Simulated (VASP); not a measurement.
# Os (Fm-3m) in VASP: a series of runs

Os is run at these levels: r2SCAN; tasks: single point, relaxation of cell and atoms.

All numbers are computed with VASP 6.6.1; they aren't measurements. Logs are shortened: lines on timing, memory, paths and dates and some standing lists are left out, and cuts for length are marked.

## (1) The cell of the first run

The structure is cubic, space group Fm-3m (No. 225). Conventional cell: a = 3.933 Å, b = 3.933 Å, c = 3.933 Å, α = 90.00°, β = 90.00°, γ = 90.00°. Os (site symmetry m-3m) has 12 Os at 2.78 Å within 3.7 Å.

This isn't the form of Os at room conditions, which is hcp.

## (2) Single point, r2SCAN (15.21 Å³/atom)

POSCAR

```
Os
1.0
    0.0000000000      1.9665004845      1.9665004845
    1.9665004845      0.0000000000      1.9665004845
    1.9665004845      1.9665004845      0.0000000000
Os
1
Direct
    0.0000000000      0.0000000000      0.0000000000
```

INCAR.step1

```
SYSTEM = Os
PREC = Accurate ; ENCUT = 520
ISMEAR = -1 ; SIGMA = 0.1
LREAL = .False. ; LASPH = .True.
NELM = 80 ; NBANDS = 10
GGA = PE ; ALGO = Normal
EDIFF = 1E-4 ; LWAVE = .True.
LCHARG = .False.
```

INCAR.step2

```
SYSTEM = Os
PREC = Accurate ; ENCUT = 520
EDIFF = 1E-7 ; ISMEAR = -1
SIGMA = 0.1 ; LREAL = .False.
LASPH = .True. ; NELM = 80
ALGO = Normal ; ISIF = 2
LWAVE = .False. ; LCHARG = .True.
METAGGA = R2SCAN ; LMIXTAU = .True.
LELF = .True. ; LVHAR = .True.
NBANDS = 10 ; ISTART = 1
```

KPOINTS

```
Automatic mesh
0
Gamma
  16 16 16
  0 0 0
```

Potentials or basis: VASP PAW PBE potentials, release 64 (Os).

Started as:

```sh
cat potpaw_PBE.64/Os/POTCAR > POTCAR
cp INCAR.step1 INCAR
mpirun -np 1 vasp_std > vasp.out
cp INCAR.step2 INCAR
mpirun -np 1 vasp_std > vasp.out
```

OUTCAR:

```text
SYSTEM = Os
   PREC = Accurate
   ENCUT = 520
   EDIFF = 1E-7
   ISMEAR = -1
   LREAL = .False.
   LASPH = .True.
   NELM = 80
   ISIF = 2
   METAGGA = R2SCAN
   ISTART = 1

 ion  position               nearest neighbor table
   1  0.000  0.000  0.000-

  LATTYP: Found a face centered cubic cell.
 ALAT       =     3.9330009690

  Lattice vectors:

 A1 = (   0.0000000000,   1.9665004845,   1.9665004845)
 A2 = (   1.9665004845,   0.0000000000,   1.9665004845)
 A3 = (   1.9665004845,   1.9665004845,   0.0000000000)

Analysis of symmetry for initial positions (statically):
=====================================================================
 Subroutine PRICEL returns:
 Original cell was already a primitive cell.

 Routine SETGRP: Setting up the symmetry group for a
 face centered cubic supercell.

 Subroutine GETGRP returns: Found 48 space group operations
 (whereof 48 operations were pure point group operations)
 out of a pool of 48 trial point group operations.

The static configuration has the point symmetry O_h .

Analysis of symmetry for dynamics (positions and initial velocities):
=====================================================================
 Subroutine PRICEL returns:
 Original cell was already a primitive cell.

 Routine SETGRP: Setting up the symmetry group for a
 face centered cubic supercell.

 Subroutine GETGRP returns: Found 48 space group operations
 (whereof 48 operations were pure point group operations)
 out of a pool of 48 trial point group operations.

The dynamic configuration has the point symmetry O_h .

 Subroutine INISYM returns: Found 48 space group operations
 (whereof 48 operations are pure point group operations),
 and found     1 'primitive' translations

----------------------------------------------------------------------------------------

                                     Primitive cell

  volume of cell :      15.2094

  direct lattice vectors                    reciprocal lattice vectors
     0.000000000  1.966500485  1.966500485    -0.254258773  0.254258773  0.254258773
     1.966500485  0.000000000  1.966500485     0.254258773 -0.254258773  0.254258773
     1.966500485  1.966500485  0.000000000     0.254258773  0.254258773 -0.254258773

  length of vectors
     2.781051656  2.781051656  2.781051656     0.440389113  0.440389113  0.440389113

  position of ions in fractional coordinates (direct lattice)
     0.000000000  0.000000000  0.000000000

  ion indices of the primitive-cell ions
   primitive index   ion index
                 1           1

----------------------------------------------------------------------------------------

 KPOINTS: Automatic mesh

Automatic generation of k-mesh.
 Grid dimensions read from file:
 generate k-points for:   16   16   16

 Generating k-lattice:

  Cartesian coordinates                     Fractional coordinates (reciprocal lattice)
    -0.015891173  0.015891173  0.015891173     0.062500000  0.000000000  0.000000000
     0.015891173 -0.015891173  0.015891173     0.000000000  0.062500000  0.000000000
     0.015891173  0.015891173 -0.015891173     0.000000000  0.000000000  0.062500000

  Length of vectors
     0.027524320  0.027524320  0.027524320

  Shift w.r.t. Gamma in fractional coordinates (k-lattice)
     0.000000000  0.000000000  0.000000000

 Subroutine IBZKPT returns following result:
 ===========================================

 Found    145 irreducible k-points:

 Following reciprocal coordinates:
            Coordinates               Weight
  0.000000  0.000000  0.000000      1.000000
  0.062500  0.000000  0.000000      8.000000
  0.125000  0.000000  0.000000      8.000000
  0.187500  0.000000  0.000000      8.000000
  0.250000  0.000000  0.000000      8.000000
  0.312500  0.000000  0.000000      8.000000
[... 16 lines left out ...]
 -0.125000  0.062500  0.000000     24.000000
 -0.062500  0.062500  0.000000     12.000000
 [... further k-points ...]
   k-points           NKPTS =    145   k-points in BZ     NKDIM =    145   number of bands    NBANDS=     10
   number of dos      NEDOS =    301   number of ions     NIONS =      1
   total plane-waves  NPLWV =  13824
   dimension x,y,z NGX =    24 NGY =   24 NGZ =   24
   dimension x,y,z NGXF=    48 NGYF=   48 NGZF=   48
   ions per type =               1
   NGX,Y,Z   is equivalent  to a cutoff of  14.35, 14.35, 14.35 a.u.
   NGXF,Y,Z  is equivalent  to a cutoff of  28.69, 28.69, 28.69 a.u.
 SYSTEM =  Os
   PREC   = accura    normal or accurate (medium, high low for compatibility)
   ISTART =      1    job   : 0-new  1-cont  2-samecut
   ICHARG =      0    charge: 1-file 2-atom 10-const
   ISPIN  =      1    spin polarized calculation?
   LNONCOLLINEAR =      F non collinear calculations
   LSORBIT =      F    spin-orbit coupling
   LASPH  =      T    aspherical Exc in radial PAW
   ENCUT  =  520.0 eV  38.22 Ry    6.18 a.u.   5.17  5.17  5.17*2*pi/ulx,y,z
   NELM   =     80;   NELMIN=  2; NELMDL=  0     # of ELM steps
   EDIFF  = 0.1E-06   stopping-criterion for ELM
   LREAL  =      F    real-space projection
   EDIFFG = 0.1E-05   stopping-criterion for IOM
   NSW    =      0    number of steps for IOM
   IBRION =     -1    ionic relax: 0-MD 1-quasi-New 2-CG
   NFREE  =      0    steps in history (QN), initial steepest desc. (CG)
   ISIF   =      2    stress and relaxation
   ISYM   =      2    0-nonsym 1-usesym 2-fastsym
   POTIM  = 0.5000    time-step for ionic-motion
   TEBEG  =    0.0;   TEEND  =   0.0 temperature during run
   PSTRESS=    0.0 pullay stress
   NELECT =       8.0000    total number of electrons
   NUPDOWN=      -1.0000    fix difference up-down
   EMIN   =  10.00;   EMAX   =-10.00  energy-range for DOS
   EFERMI =   0.00;   METHOD = LEGACY
   ISMEAR =    -1;   SIGMA  =   0.10  broadening in eV -4-tet -1-fermi 0-gaus
   EFERMI_NEDOS =   21; number of points for ismear=-14 and -15
   IALGO  =     38    algorithm
   IMIX   =      4    mixing-type and parameters
     AMIX     =   0.40;   BMIX     =  1.00
     AMIX_MAG =   1.60;   BMIX_MAG =  1.00
  volume/ion in A,a.u.               =      15.21       102.64
  Fermi-wavevector in a.u.,A,eV,Ry     =   1.321501  2.497274 23.760730  1.746364
  Thomas-Fermi vector in A             =   2.451250
   LORBIT       =      0    0 simple, 1 ext, 2 COOP (PROOUT), +10 PAW based schemes
   METAGGA = R2SCAN    functional components
   LHFCALC =     F    Hartree Fock is set to
   AEXX    =    0.0000 exact exchange contribution
   IVDW    =     0    specifies the selected vdW correction
   LEPSILON=     F    determine dielectric tensor
   LRPA    =     F    only Hartree local field effects (RPA)
 non-spin polarized calculation
  energy-cutoff  :      520.00
  volume of cell :       15.21
 maximum number of plane-waves:       423
 NGX is ok and might be reduce to    24
   NGX = 11   NGY = 11   NGZ = 11

 number of electron       8.0000001 magnetization

 Free energy of the ion-electron system (eV)
  ---------------------------------------------------
  ext. energy  EPLUGINS =         0.00000000
  ---------------------------------------------------
  free energy    TOTEN  =       -52.76671942 eV

  energy without entropy =      -52.73846672  energy(sigma->0) =      -52.75259307

 E-fermi :   7.9480     XC(G=0): -14.8379

 val. band max:        7.9471529023   @ k =  -0.4375   0.4375   0.0000
 cond. band min:       7.9483408158   @ k =  -0.0625   0.0625   0.0000
 fundamental gap:      0.0011879136
 Fermi energy:         7.9480360900

 k-point     1 :       0.0000    0.0000    0.0000
  band No.  band energies     occupation
      1      -2.6248      2.00000
      2       5.1684      2.00000
      3       5.1684      2.00000
      4       5.1684      2.00000
      5       7.9240      1.11970
      6       7.9240      1.11970
      7      22.8933      0.00000
      8      28.5511      0.00000
      9      28.5511      0.00000
     10      28.5511      0.00000

 k-point     2 :       0.0625    0.0000    0.0000
  band No.  band energies     occupation
      1      -2.4497      2.00000
      2       5.0654      2.00000
      3       5.2461      2.00000
      4       5.2461      2.00000
      5       7.8714      1.36547
      6       7.8714      1.36547
      7      23.2088      0.00000
      8      27.6492      0.00000
      9      28.8498      0.00000
     10      28.8498      0.00000

 k-point     3 :       0.1250    0.0000    0.0000
  band No.  band energies     occupation
      1      -1.9466      2.00000
      2       4.8097      2.00000
      3       5.4395      2.00000
      4       5.4395      2.00000
      5       7.7692      1.71338
      6       7.7692      1.71338
      7      24.0492      0.00000
      8      25.9924      0.00000
      9      29.7125      0.00000
     10      29.7125      0.00000

 k-point     4 :       0.1875    0.0000    0.0000
  band No.  band energies     occupation
      1      -1.1936      2.00000
      2       4.5470      2.00000
      3       5.6142      2.00000
      4       5.6142      2.00000
      5       7.7866      1.66811
      6       7.7866      1.66811
      7      24.1457      0.00000
      8      25.2281      0.00000
      9      31.0397      0.00000
     10      31.0397      0.00000

 k-point     5 :       0.2500    0.0000    0.0000
  band No.  band energies     occupation
      1      -0.3615      2.00000
      2       4.5029      2.00000
      3       5.6051      2.00000
      4       5.6051      2.00000
      5       8.1130      0.32222
      6       8.1130      0.32222
      7      22.5077      0.00000
      8      25.5724      0.00000
      9      32.5539      0.00000
     10      32.5539      0.00000

 k-point     6 :       0.3125    0.0000    0.0000
  band No.  band energies     occupation
      1       0.2770      2.00000
      2       4.9534      2.00000
      3       5.4304      2.00000
      4       5.4304      2.00000
      5       8.7169      0.00092
      6       8.7169      0.00092
      7      20.7502      0.00000
      8      24.6483      0.00000
      9      32.0395      0.00000
     10      32.0395      0.00000
[... 183 lines left out ...]
 k-point    21 :      -0.2500    0.0625    0.0000
  band No.  band energies     occupation
      1       0.0379      2.00000
      2       4.4258      2.00000
      3       5.5167      2.00000
      4       5.6742      2.00000
      5       7.8153      1.58074
      6       8.8776      0.00018
      7      22.0945      0.00000
      8      25.5582      0.00000
      9      30.7279      0.00000
     10      31.7986      0.00000

 k-point    22 :      -0.1875    0.0625    0.0000
  band No.  band energies     occupation
      1      -0.7678      2.00000
      2       4.3651      2.00000
      3       5.6516      2.00000
      4       5.7561      2.00000
      5       7.4020      1.99153
      6       8.3218      0.04652
      7      23.7738      0.00000
      8      25.6623      0.00000
      9      30.1539      0.00000
     10      32.5922      0.00000

 k-point    23 :      -0.1250    0.0625    0.0000
  band No.  band energies     occupation
      1      -1.5706      2.00000
      2       4.5958      2.00000
      3       5.5853      2.00000
      4       5.5939      2.00000
      5       7.4181      1.99006
      6       8.0375      0.58026
      7      24.6376      0.00000
      8      25.4493      0.00000
      9      29.2401      0.00000
     10      30.8929      0.00000

 k-point    24 :      -0.0625    0.0625    0.0000
  band No.  band energies     occupation
      1      -2.1642      2.00000
      2       4.8831      2.00000
      3       5.3556      2.00000
      4       5.4046      2.00000
      5       7.6493      1.90397
      6       7.9483      0.99848
      7      23.7085      0.00000
      8      26.8436      0.00000
      9      28.7453      0.00000
     10      29.6140      0.00000

 [... further k-points ...]

------------------------ aborting loop because EDIFF is reached ----------------------------------------

  FORCE on cell =-STRESS in cart. coord.  units (eV):
  Direction    XX          YY          ZZ          XY          YZ          ZX
  --------------------------------------------------------------------------------------
  -------------------------------------------------------------------------------------
  Total       -2.5304390     -2.5304390     -2.5304390     -0.0000000     -0.0000000     -0.0000000
  in kB     -266.5595727   -266.5595727   -266.5595727     -0.0000000     -0.0000000     -0.0000000
  external PRESSURE =    -266.5595727 kB  Pullay stress =       0.0000000 kB

 VOLUME and BASIS-vectors are now :
 -----------------------------------------------------------------------------
  energy-cutoff  :      520.00
  volume of cell :       15.21
      direct lattice vectors                 reciprocal lattice vectors
     0.000000000  1.966500485  1.966500485    -0.254258773  0.254258773  0.254258773
     1.966500485  0.000000000  1.966500485     0.254258773 -0.254258773  0.254258773
     1.966500485  1.966500485  0.000000000     0.254258773  0.254258773 -0.254258773

 POSITION                                       TOTAL-FORCE (eV/Angst)
 -----------------------------------------------------------------------------------
      0.00000      0.00000      0.00000         0.000000      0.000000      0.000000
 -----------------------------------------------------------------------------------
    total drift:                               -0.000000     -0.000000     -0.000000

  FREE ENERGIE OF THE ION-ELECTRON SYSTEM (eV)
  ---------------------------------------------------
  free  energy   TOTEN  =       -52.7667194206 eV

  energy  without entropy=      -52.7384667217  energy(sigma->0) =      -52.75259307
```

Run time: 32 s. Hardware: 1 thread of Intel Xeon 6975P-C (Granite Rapids), shared host; peak memory 0.16 GiB.

Results:

```yaml
Free_energy: -52.7667 eV
Pressure: -26.7 GPa
Band_gap_on_the_k_mesh: zero (bands 4 and 5 overlap by 3.77 eV)
```

Caveat: the cell stands under tension; the PAW data sets were made with another functional, which shifts forces and pressure a little; spin-orbit coupling is left out, which moves the levels of the heavy elements.

## (3) Single point, r2SCAN (15.77 Å³/atom)

This run uses another cell than the first one, of 15.77 Å³/atom.

POSCAR

```
Os
1.0
    0.0000000000      1.9904845615      1.9904845615
    1.9904845615      0.0000000000      1.9904845615
    1.9904845615      1.9904845615      0.0000000000
Os
1
Direct
    0.0000000000      0.0000000000      0.0000000000
```

INCAR.step1

```
PREC     = Accurate       # precision mode
ENCUT    = 520            # plane-wave cutoff, eV
ISMEAR   = -1             # smearing method
SIGMA    = 0.1            # smearing width, eV
LREAL    = F              # projectors in reciprocal space
LASPH    = T              # aspherical terms in the spheres
NELM     = 100            # most SCF steps
NBANDS   = 10             # bands
GGA      = PE             # functional
ALGO     = Normal         # electronic algorithm
EDIFF    = 1E-4           # SCF threshold, eV
LWAVE    = T              # write WAVECAR
LCHARG   = F              # write CHGCAR
```

INCAR.step2

```
PREC     = Accurate       # precision mode
ENCUT    = 520            # plane-wave cutoff, eV
EDIFF    = 1E-6           # SCF threshold, eV
ISMEAR   = -1             # smearing method
SIGMA    = 0.1            # smearing width, eV
LREAL    = F              # projectors in reciprocal space
LASPH    = T              # aspherical terms in the spheres
NELM     = 100            # most SCF steps
ALGO     = Normal         # electronic algorithm
ISIF     = 2              # what is computed and relaxed
LWAVE    = F              # write WAVECAR
LCHARG   = F              # write CHGCAR
METAGGA  = R2SCAN         # meta-GGA
LMIXTAU  = T            
NBANDS   = 10             # bands
ISTART   = 1
```

KPOINTS

```
regular mesh
0
Gamma
  16 16 16
```

Potentials or basis: VASP PAW PBE potentials, release 64 (Os).

Started as:

```sh
cat potpaw_PBE.64/Os/POTCAR > POTCAR
cp INCAR.step1 INCAR
mpirun -np 1 vasp_std > vasp.out
cp INCAR.step2 INCAR
mpirun -np 1 vasp_std > vasp.out
```

It took 30 s on 1 thread of Intel Xeon 6975P-C (Granite Rapids), shared host; peak memory 0.16 GiB.

Results (log left out):

```
Free energy            : -52.6560 eV
Pressure               : -36.1 GPa
Band gap on the k mesh : zero (bands 4 and 5 overlap by 3.63 eV)
```

Levels at points of the mesh, in eV from the Fermi level:
| k point | band 2 | band 3 | band 4 | band 5 | band 6 | band 7 |
| --- | --- | --- | --- | --- | --- | --- |
| (0.00, 0.00, 0.00) | -2.63 | -2.63 | -2.63 | -0.03 | -0.03 | 14.95 |
| (0.50, 0.00, 0.00) | -2.77 | -2.77 | -0.19 | 2.06 | 2.06 | 7.95 |
| (0.50, 0.50, 0.00) | -6.08 | 1.98 | 2.15 | 2.65 | 2.65 | 11.00 |

Caveat: the cell stands under tension; the PAW data sets were made with another functional, which shifts forces and pressure a little; spin-orbit coupling is left out, which moves the levels of the heavy elements.

## (4) Single point, r2SCAN

This run uses another cell than the first one, of 14.08 Å³/atom.

POSCAR

```
Os
1.0
    0.0000000000      1.9166940996      1.9166940996
    1.9166940996      0.0000000000      1.9166940996
    1.9166940996      1.9166940996      0.0000000000
Os
1
Direct
    0.0000000000      0.0000000000      0.0000000000
```

INCAR.step1

```
PREC = Accurate
ENCUT = 520
ISMEAR = -1
SIGMA = 0.1
LREAL = F
LASPH = T
NELM = 60
NBANDS = 10
GGA = PE
ALGO = Normal
EDIFF = 1E-4
LWAVE = T
LCHARG = F
```

INCAR.step2

```
PREC = Accurate
ENCUT = 520
EDIFF = 1E-6
ISMEAR = -1
SIGMA = 0.1
LREAL = F
LASPH = T
NELM = 60
ALGO = Normal
ISIF = 2
LWAVE = F
LCHARG = F
METAGGA = R2SCAN
LMIXTAU = T
NBANDS = 10
ISTART = 1
```

KPOINTS

```
Automatic mesh
0
Gamma
  23 23 23
```

Started as:

```sh
cat potpaw_PBE.64/Os/POTCAR > POTCAR
cp INCAR.step1 INCAR
mpirun -np 1 vasp_std > vasp.out
cp INCAR.step2 INCAR
mpirun -np 1 vasp_std > vasp.out
```

It took 64 s on 1 thread of Intel Xeon 6975P-C (Granite Rapids), shared host; peak memory 0.17 GiB.

It converged, with:

* Free energy: -52.8655 eV
* Pressure: 0.8 GPa
* Band gap on the k mesh: zero (bands 4 and 5 overlap by 4.01 eV)

Levels at points of the mesh, in eV from the Fermi level:
| k point | band 2 | band 3 | band 4 | band 5 | band 6 | band 7 |
| --- | --- | --- | --- | --- | --- | --- |
| (0.00, 0.00, 0.00) | -3.10 | -3.10 | -3.10 | 0.02 | 0.02 | 14.92 |

Caveat: the PAW data sets were made with another functional, which shifts forces and pressure a little; spin-orbit coupling is left out, which moves the levels of the heavy elements.

(Part 1 of 2 ends here.)
